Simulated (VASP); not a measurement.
Set up this calculation in VASP 6.6.1, as the native input.

* Task: relaxation of cell and atoms
* Functional: PBE
* Potentials or basis: VASP PAW PBE potentials, release 64 (Ca_sv, S)
* Cutoff: 600 eV
* k mesh: 4 × 4 × 4
* Occupations: gaussian, width 0.1 eV
* Spin: no spin polarisation
* Dipole correction: no
* Further INCAR settings: ALGO = Normal; EDIFF = 1e-06; IBRION = 2; EDIFFG = -0.04; NSW = 90; ISIF = 3

The structure of CaS4 lies in POSCAR:

```
CaS4
1.0
    5.0183870700      0.0000000000      0.0000000000
    0.0000000000      5.0183870700      0.0000000000
    0.0000000000      0.0000000000      5.0183870700
Ca S
1 4
Direct
    0.5000000000      0.5000000000      0.5000000000
    0.5000000000      0.0000000000      0.0000000000
    0.0000000000      0.5000000000      0.0000000000
    0.0000000000      0.0000000000      0.5000000000
    0.0000000000      0.0000000000      0.0000000000
```

The cell was generated, and may not be a known phase.

One way to write it, as run:

INCAR

```
PREC     = Accurate       # precision mode
ENCUT    = 600            # plane-wave cutoff, eV
EDIFF    = 1E-6           # SCF threshold, eV
ISMEAR   = 0              # smearing method
SIGMA    = 0.1            # smearing width, eV
LREAL    = F              # projectors in reciprocal space
LASPH    = T              # aspherical terms in the spheres
NELM     = 100            # most SCF steps
ALGO     = Normal         # electronic algorithm
ISIF     = 3              # what is computed and relaxed
LWAVE    = F              # write WAVECAR
LCHARG   = F              # write CHGCAR
GGA      = PE             # functional
IBRION   = 2              # ionic algorithm
NSW      = 90             # ionic steps
EDIFFG   = -0.04          # ionic threshold
```

KPOINTS

```
Automatic mesh
0
Gamma
  4 4 4
```

Potentials or basis: VASP PAW PBE potentials, release 64 (Ca_sv, S).

Run with:

```bash
$ cat potpaw_PBE.64/Ca_sv/POTCAR potpaw_PBE.64/S/POTCAR > POTCAR
$ mpirun -np 1 vasp_std > vasp.out
```

It gave:

```json
{
  "Relaxed volume": "20.24 Å³/atom",
  "Relaxed cell": "a = 4.660 Å, b = 4.660 Å, c = 4.660 Å, α = 90.00°, β = 90.00°, γ = 90.00°",
  "Space group after relaxing (to 0.1 Å)": "Pm-3m (No. 221)",
  "Energy gained by relaxing": "159.8 meV/atom",
  "Ionic steps": "3",
  "Pressure after relaxing": "-0.1 GPa",
  "Band gap on the k mesh": "zero (bands 17 and 18 overlap by 1.21 eV)"
}
```

Caveat: the volume moved by over 15 % at a fixed basis, so the end points are rough.

Run time: 74 s on 1 thread of Intel(R) Xeon(R) Platinum 8259CL CPU @ 2.50GHz (Skylake/Cascade Lake), with other jobs on the host, peak memory 0.25 GiB.
